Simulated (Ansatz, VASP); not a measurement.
Two plane-wave programs on BN

Contents of INCAR:

```
SYSTEM = BN
ALGO = Normal
EDIFF = 1E-6
ENCUT = 520
GGA = PE
ISIF = 2
ISMEAR = 0
LASPH = .TRUE.
LCHARG = .FALSE.
LREAL = .FALSE.
LWAVE = .FALSE.
NBANDS = 16
NELM = 100
PREC = Accurate
SIGMA = 0.05
```

Contents of KPOINTS:

```
k-points
0
G
  12 12 6
  0 0 0
```

POSCAR

```
BN
1.0
    2.5539396017      0.0000000000      0.0000000000
   -1.2769698009      2.2117765748      0.0000000000
    0.0000000000      0.0000000000      4.2268550000
B N
2 2
Direct
    0.6666666667      0.3333333333      0.9997240000
    0.3333333333      0.6666666667      0.4997240000
    0.6666666667      0.3333333333      0.6016177482
    0.3333333333      0.6666666667      0.1252760000
```

Input for Ansatz:

```yaml
crystal:
  lattice:
    - [2.5539396017, 0.0, 0.0]
    - [-1.2769698009, 2.2117765748, 0.0]
    - [0.0, 0.0, 4.226855]
  atoms:
    - { symbol: B, position: [0.6666666667, 0.3333333333, 0.999724] }
    - { symbol: B, position: [0.3333333333, 0.6666666667, 0.499724] }
    - { symbol: "N", position: [0.6666666667, 0.3333333333, 0.6016177482] }
    - { symbol: "N", position: [0.3333333333, 0.6666666667, 0.125276] }
basis:
  ecutwfc: 420
kpoints:
  mp_grid: { grid: [12, 12, 6] }
hamiltonian:
  xc: pbe
scf:
  occupations: { method: gaussian, width: 0.05 }
output:
  forces: true
  stress: true
  eigenvalues: true
```

Alike in both runs: task single point; functional PBE; k mesh 12 × 12 × 6; occupations gaussian, width 0.05 eV; no spin polarisation.

```csv
,VASP,Ansatz
version,VASP 6.6.1,Ansatz 0.2.0
potentials or method,"VASP PAW PBE potentials, release 64 (B, N), cutoff 520 eV","scalar-relativistic, plane waves, PAW"
valence electrons in the cell,16,16
```

|  | VASP | Ansatz | Ansatz less VASP |
| --- | --- | --- | --- |
| gap on the k mesh at the Fermi level (eV) | 5.47 | 5.49 | +0.015 |
| least direct gap on the mesh (eV) | 7.73 | 7.73 | +0.001 |
| pressure (GPa) | 2.4 | 2.1 | -0.24 |
| traceless stress, the component that is largest in VASP (GPa) | 0.73 | 0.88 | +0.151 |
| rms of the force components (eV/Å) | 1.112 | 1.108 | -0.0042 |

Atom by atom the forces differ by 0.006 eV/Å (rms over components).
